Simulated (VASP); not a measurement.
A run of VASP 6.6.1 is set up as follows.

INCAR

```
SYSTEM = K
PREC = Accurate
ENCUT = 520
EDIFF = 1E-6
ISMEAR = 0
SIGMA = 1.0
LREAL = .False.
LASPH = .True.
NELM = 100
ALGO = Normal
ISIF = 2
LWAVE = .False.
LCHARG = .False.
GGA = PE
NBANDS = 10
```

File KPOINTS:

```
Automatic mesh
0
Gamma
  9 9 9
  0 0 0
```

Contents of POSCAR:

```
K
1.0
   -2.6417142217      2.6417142217      2.6417142217
    2.6417142217     -2.6417142217      2.6417142217
    2.6417142217      2.6417142217     -2.6417142217
K
1
Direct
    0.0000000000      0.0000000000      0.0000000000
```

Potentials or basis: VASP PAW PBE potentials, release 64 (K_sv).

Launch:

```console
$ cat potpaw_PBE.64/K_sv/POTCAR > POTCAR
$ mpirun -np 1 vasp_std > vasp.out
```

Question: Predict the band gap on the k mesh.

Answer: Zero (an odd number of electrons rules out a gap without spin polarisation).

Question: What does it give for the pressure?

Answer: 0.2 GPa.

Caveat: so wide a smearing shifts energies and pressures.
